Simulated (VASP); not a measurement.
Wanted: the native input for a VASP 6.6.1 run.

| Property | Result |
| --- | --- |
| Task | single point |
| Functional | r2SCAN |
| Potentials or basis | VASP PAW PBE potentials, release 64 (Ti_sv, O) |
| Cutoff | 520 eV |
| k mesh | 12 × 12 × 1 |
| Occupations | gaussian, width 0.1 eV |
| Spin | no spin polarisation |
| Dipole correction | yes |
| Further INCAR settings | ALGO = Normal; EDIFF = 1e-06; NBANDS = 29 |

Ti3O, a slab with vacuum:

```
CELL_PARAMETERS angstrom
2.93580 0.00000 0.00000
-1.46790 2.54247 0.00000
0.00000 0.00000 23.63619
ATOMIC_POSITIONS crystal
Ti 0.33333 0.66667 0.35962
Ti 0.66667 0.33333 0.45320
Ti 0.33333 0.66667 0.54674
O 0.33333 0.16667 0.67589
```

One way to write it, as run:

POSCAR

```
Ti3O
1.0
    2.9357969426      0.0000000000      0.0000000000
   -1.4678984713      2.5424747326      0.0000000000
    0.0000000000      0.0000000000     23.6361929063
Ti O
3 1
Direct
    0.3333333333      0.6666666666      0.3596179822
    0.6666666667      0.3333333334      0.4531964183
    0.3333333333      0.6666666666      0.5467425953
    0.3333333333      1.1666666667      0.6758938010
```

INCAR.step1

```
SYSTEM = Ti3O
PREC = Accurate
ENCUT = 520
ISMEAR = 0
SIGMA = 0.1
LREAL = .FALSE.
LASPH = .TRUE.
NELM = 60
LDIPOL = .TRUE.
IDIPOL = 3
DIPOL = 0.5 0.5 0.509
NBANDS = 29
GGA = PE
ALGO = Normal
EDIFF = 1E-4
LWAVE = .TRUE.
LCHARG = .FALSE.
```

INCAR.step2

```
SYSTEM = Ti3O
PREC = Accurate
ENCUT = 520
EDIFF = 1E-6
ISMEAR = 0
SIGMA = 0.1
LREAL = .FALSE.
LASPH = .TRUE.
NELM = 60
ALGO = Normal
ISIF = 2
LWAVE = .FALSE.
LCHARG = .TRUE.
LDIPOL = .TRUE.
IDIPOL = 3
DIPOL = 0.5 0.5 0.509
METAGGA = R2SCAN
LMIXTAU = .TRUE.
LELF = .TRUE.
LVHAR = .TRUE.
LVACPOTAV = .TRUE.
NBANDS = 29
ISTART = 1
```

KPOINTS

```
regular mesh
0
G
  12 12 1
  0 0 0
```

Potentials or basis: VASP PAW PBE potentials, release 64 (Ti_sv, O).

Command:

```bash
$ cat potpaw_PBE.64/Ti_sv/POTCAR potpaw_PBE.64/O/POTCAR > POTCAR
$ cp INCAR.step1 INCAR
$ mpirun -np 1 vasp_std > vasp.out
$ cp INCAR.step2 INCAR
$ mpirun -np 1 vasp_std > vasp.out
```

It gave:

```json
{
  "Largest force": "2.089 eV/Å",
  "Band gap on the k mesh": "zero (band 21 reaches -1.56 eV, above the bottom of band 22 at -2.50 eV)"
}
```

Caveat: the PAW data sets were made with another functional, which shifts forces and pressure a little.

Wall time 17 min on 1 thread of Intel(R) Xeon(R) 6975P-C (Granite Rapids) (shared host), peak memory 0.47 GiB.
